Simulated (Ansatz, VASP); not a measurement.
Al in VASP and in Ansatz

Contents of INCAR:

```
SYSTEM = Al
PREC = Accurate ; ENCUT = 520
EDIFF = 1E-7 ; ISMEAR = 0
SIGMA = 0.15 ; LREAL = .False.
LASPH = .True. ; NELM = 60
ALGO = Fast ; ISIF = 2
LWAVE = .False. ; LCHARG = .False.
GGA = PS ; NBANDS = 22
```

Contents of KPOINTS:

```
Automatic mesh
0
Gamma
  19 19 3
  0 0 0
```

Contents of POSCAR:

```
Al
1.0
   -2.8362844918      0.0000000000      0.0000000000
   -1.4181422459     -2.4562944223      0.0000000000
   -3.9000329905     -2.2516850969     18.6442989101
Al
8
Direct
   -0.1718812500     -0.1718812500      0.1875000000
   -0.6302312500     -0.6302312500      0.6875000000
   -0.4114854167     -0.4114854167      0.8125000000
    0.0468645833      0.0468645833      0.3125000000
   -0.8594062500     -0.8594062500      0.9375000000
   -0.4010562500     -0.4010562500      0.4375000000
    0.6093729167      0.6093729167      0.0625000000
    0.1510229167      0.1510229167      0.5625000000
```

Input for Ansatz:

```yaml
crystal:
  lattice:
    - [-2.8362844918, 0.0, 0.0]
    - [-1.4181422459, -2.4562944223, 0.0]
    - [-3.9000329905, -2.2516850969, 18.6442989101]
  atoms:
    - { symbol: Al, position: [-0.17188125, -0.17188125, 0.1875] }
    - { symbol: Al, position: [-0.63023125, -0.63023125, 0.6875] }
    - { symbol: Al, position: [-0.4114854167, -0.4114854167, 0.8125] }
    - { symbol: Al, position: [0.0468645833, 0.0468645833, 0.3125] }
    - { symbol: Al, position: [-0.85940625, -0.85940625, 0.9375] }
    - { symbol: Al, position: [-0.40105625, -0.40105625, 0.4375] }
    - { symbol: Al, position: [0.6093729167, 0.6093729167, 0.0625] }
    - { symbol: Al, position: [0.1510229167, 0.1510229167, 0.5625] }
basis:
  ecutwfc: 420
kpoints:
  mp_grid: { grid: [19, 19, 3] }
hamiltonian:
  xc: pbesol
scf:
  occupations: { method: gaussian, width: 0.15 }
output:
  forces: true
  stress: true
  eigenvalues: true
```

Alike in both runs: task single point; functional PBEsol; k mesh 19 × 19 × 3; occupations gaussian, width 0.15 eV; no spin polarisation.

|  | VASP | Ansatz |
| --- | --- | --- |
| version | VASP 6.6.1 | Ansatz 0.2.0 |
| potentials or method | VASP PAW PBE potentials, release 64 (Al), cutoff 520 eV | scalar-relativistic, plane waves, PAW |
| valence electrons in the cell | 24 | 24 |

Ansatz gave:

* gap on the k mesh at the Fermi level (eV): none
* pressure (GPa): 0.1
* traceless stress, the component that is largest in VASP (GPa): 0.26
* rms of the force components (eV/Å): 0.043

Question: What did VASP give for the same quantities?

Answer: gap on the k mesh at the Fermi level (eV): none; pressure (GPa): 0.2; traceless stress, the component that is largest in VASP (GPa): 0.26; rms of the force components (eV/Å): 0.043.

VASP's potentials were made for PBE, not for PBEsol. Atom by atom the forces differ by 0.000 eV/Å (rms over components). A gap of «none» marks a metal or a gap that the smearing closes. The functional is the same, so the differences come from potentials, cutoffs and numerics.
